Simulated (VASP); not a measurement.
Here is a VASP 6.6.1 calculation.

The input INCAR:

```
  ALGO = Fast
  EDIFF = 1E-6
  ENCUT = 520
  GGA = PE
  ISIF = 2
  ISMEAR = 0
  LASPH = True
  LCHARG = False
  LREAL = False
  LWAVE = False
  NBANDS = 28
  NELM = 100
  PREC = Accurate
  SIGMA = 0.1
```

Contents of KPOINTS:

```
k-points
0
Gamma
  12 12 4
```

The input POSCAR:

```
Sr
1.0
    4.1757024750      0.0000000000      0.0000000000
   -2.0878512375      3.6162644220      0.0000000000
    0.0000000000      0.0000000000     13.6913322344
Sr
4
Direct
    0.0000000000      0.0000000000      0.0000000000
    0.3333333333      0.6666666667      0.2500000000
    0.0000000000      0.0000000000      0.5000000000
    0.6666666667      0.3333333333      0.7500000000
```

Potentials or basis: VASP PAW PBE potentials, release 64 (Sr_sv).

The run is started by

```console
$ cat potpaw_PBE.64/Sr_sv/POTCAR > POTCAR
$ mpirun -np 1 vasp_std > vasp.out
```

(1) Predict the band gap on the k mesh.

(2) What does it give for the pressure?

## Answers

(1) zero (bands 20 and 21 overlap by 0.18 eV).

(2) 0.8 GPa.
